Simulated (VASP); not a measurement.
Input of a VASP 6.6.1 run:

INCAR

```
SYSTEM = GdCu3
PREC = Accurate
ENCUT = 520
EDIFF = 1E-6
ISMEAR = 0
SIGMA = 0.05
LREAL = .False.
LASPH = .True.
NELM = 150
ALGO = Normal
ISIF = 2
LWAVE = .False.
LCHARG = .False.
ISPIN = 2
MAGMOM = 7.69 0 0 0
LORBIT = 11
LMAXMIX = 6
GGA = PS
NBANDS = 38
```

Contents of KPOINTS:

```
regular mesh
0
Gamma
  8 8 8
  0 0 0
```

The input POSCAR:

```
GdCu3
1.0
    4.0892128810      0.0000000000      0.0000000000
    0.0000000000      4.0892128810      0.0000000000
    0.0000000000      0.0000000000      4.0892128810
Gd Cu
1 3
Direct
    0.0000000000      0.0000000000      0.0000000000
    0.0000000000      0.5000000000      0.5000000000
    0.5000000000      0.5000000000      0.0000000000
    0.5000000000      0.0000000000      0.5000000000
```

Potentials or basis: VASP PAW PBE potentials, release 64 (Gd, Cu).

Launch:

```sh
$ cat potpaw_PBE.64/Gd/POTCAR potpaw_PBE.64/Cu/POTCAR > POTCAR
$ mpirun -np 1 vasp_std > vasp.out
```

Q: What does it give for the pressure?

A: -3.0 GPa.

Q: Estimate the net moment.

A: 7.40 μB per cell.

Q: Predict the site moments.

A: Gd +6.86; Cu +0.05 μB.

Caveat: the PAW data sets were made with another functional, which shifts forces and pressure a little. The state reached can hang on the start; a lower one may exist.
